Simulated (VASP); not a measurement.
**N: single point with r2SCAN**

System: N.

```
N
1.0
     8.33955    0.00000    0.00000
     0.00000    8.33955    0.00000
     0.00000    0.00000    8.33955
N
20
Cartesian
  1.8348 6.9012 3.2945
  1.5405 7.1135 2.2633
  2.9896 7.0972 7.1628
  3.8245 7.7612 7.4025
  7.4023 7.5615 5.1521
  8.0761 7.6015 6.0122
  7.3687 4.7795 7.7771
  8.1214 4.8672 8.5647
  7.5627 4.0640 3.9043
  7.7109 2.9974 4.0941
  3.7952 4.1068 8.1319
  3.9980 3.8320 7.0938
  1.2568 1.9114 1.1558
  1.6127 1.7212 0.1400
  6.5590 1.0420 0.2338
  6.0638 1.8517 0.7762
  5.0682 7.2997 2.5442
  5.4654 6.3703 2.1279
  3.0876 3.6509 3.4873
  4.0709 3.1767 3.5424
```

```
Program             : VASP 6.6.1
Task                : single point
Functional          : r2SCAN
Potentials or basis : VASP PAW PBE potentials, release 64 (N_h)
Cutoff              : 1080 eV
k mesh              : 1 × 1 × 1
Occupations         : fermi-dirac, width 0.05 eV
Spin                : no spin polarisation
```

- Pressure: 0.1 GPa
- Largest force: 0.061 eV/Å

Forces on the atoms (eV/Å):
```
N   -0.011 -0.005  0.007
N   -0.006 -0.008 -0.004
N    0.021  0.009 -0.006
N   -0.020 -0.011 -0.010
N   -0.007  0.004  0.014
N   -0.012  0.012 -0.008
N   -0.025  0.005 -0.030
N    0.033 -0.001  0.028
N    0.018 -0.040  0.008
N   -0.002  0.041 -0.001
N   -0.009  0.018  0.049
N    0.019 -0.016 -0.056
N   -0.003 -0.004  0.048
N    0.005 -0.005 -0.040
N   -0.005 -0.004  0.003
N   -0.004  0.009  0.008
N   -0.008  0.005  0.006
N    0.008 -0.012 -0.009
N   -0.036  0.021 -0.008
N    0.042 -0.019  0.004
```

Levels at points of the mesh, in eV from the Fermi level:
| k point | band 48 | band 49 | band 50 | band 51 | band 52 | band 53 |
| --- | --- | --- | --- | --- | --- | --- |
| (0.00, 0.00, 0.00) | -1.35 | -1.28 | -1.24 | 7.24 | 7.31 | 7.34 |

Run time: 7.3 min on 1 thread of AMD EPYC 9R45 96-Core Processor (Zen 5) (shared host), peak memory 1.4 GiB.

Caveat: the k points lie up to 0.75 Å⁻¹ apart; the PAW data sets were made with another functional, which shifts forces and pressure a little.
